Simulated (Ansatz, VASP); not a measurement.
## One calculation of Na, two programs

Contents of INCAR:

```
SYSTEM = Na
  ALGO = Normal
  EDIFF = 1E-6
  ENCUT = 500
  GGA = PS
  GGA_COMPAT = .FALSE.
  ISIF = 2
  ISMEAR = -1
  LASPH = .TRUE.
  LCHARG = .FALSE.
  LREAL = .FALSE.
  LWAVE = .FALSE.
  NBANDS = 10
  NELM = 120
  PREC = Accurate
  SIGMA = 0.1
```

KPOINTS

```
k-points
0
G
  7 7 7
  0 0 0
```

Contents of POSCAR:

```
Na
1.0
   -1.8882900000      1.8882900000      2.6372800000
    1.8882900000     -1.8882900000      2.6372800000
    1.8882900000      1.8882900000     -2.6372800000
Na
1
Direct
    0.0000000000      0.0000000000      0.0000000000
```

Input for Ansatz:

```yaml
crystal:
  lattice:
    - [-1.88829, 1.88829, 2.63728]
    - [1.88829, -1.88829, 2.63728]
    - [1.88829, 1.88829, -2.63728]
  atoms:
    - { symbol: Na, position: [0.0, 0.0, 0.0] }
basis:
  ecutwfc: 540.0
  xc_grid: 2
kpoints:
  mp_grid:
    grid: [7, 7, 7]
hamiltonian:
  xc: pbesol
scf:
  convergence:
    dr2_threshold: 1.0e-09
  occupations:
    method: fermi_dirac
    width: 0.1
output:
  forces: true
  stress: true
```

Alike in both runs: task single point; functional PBEsol; k mesh 7 × 7 × 7; occupations fermi-dirac, width 0.1 eV; no spin polarisation.

|  | VASP | Ansatz |
| --- | --- | --- |
| version | VASP 6.6.1 | Ansatz 0.2.0 |
| potentials or method | VASP PAW PBE potentials, release 64 (Na_pv), cutoff 500 eV | plane waves, PAW |
| valence electrons in the cell | 7 | 9 |

|  | VASP | Ansatz | Ansatz less VASP |
| --- | --- | --- | --- |
| pressure (GPa) | -0.3 | -0.3 | +0.04 |
| traceless stress, the component that is largest in VASP (GPa) | 0.07 | 0.07 | 0.000 |

VASP's potentials were made for PBE, not for PBEsol. With one functional, cell and mesh, what is left measures potentials, basis and numerics. VASP's potentials hold 7 valence electrons a cell and Ansatz's 9, so a difference there can come from the potentials and not from the codes. Ansatz's warnings: stress scf threshold loose.
